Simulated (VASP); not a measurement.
A run of VASP 6.6.1 is set up as follows.

File INCAR:

```
SYSTEM = CdSe
PREC = Accurate
ENCUT = 520
EDIFF = 1E-6
ISMEAR = -1
SIGMA = 0.02
LREAL = .FALSE.
LASPH = .TRUE.
NELM = 80
ALGO = Normal
ISIF = 2
LWAVE = .FALSE.
LCHARG = .FALSE.
GGA = PE
NBANDS = 26
```

File KPOINTS:

```
regular mesh
0
G
  12 12 4
  0 0 0
```

The input POSCAR:

```
CdSe
1.0
    4.3407236660      0.0000000000      0.0000000000
   -2.1703618330      3.7591769656      0.0000000000
    0.0000000000      0.0000000000      7.2181788987
Cd Se
2 2
Direct
    0.3333333333      0.6666666667      0.0015566775
    0.6666666667      0.3333333333      0.5015566775
    0.3333333333      0.6666666667      0.3734433225
    0.6666666667      0.3333333333      0.8734433225
```

Potentials or basis: VASP PAW PBE potentials, release 64 (Cd, Se).

Run with:

```bash
$ cat potpaw_PBE.64/Cd/POTCAR potpaw_PBE.64/Se/POTCAR > POTCAR
$ mpirun -np 1 vasp_std > vasp.out
```

Estimate the band gap on the k mesh.

0.53 eV.

Predict the pressure.

0.7 GPa.

Stress tensor (GPa, compression positive):
```
0.98 0.00 0.00
0.00 0.98 0.00
0.00 0.00 0.19
```

Caveat: the cell differs from its parent crystal (uniaxial z strain +2.0%).
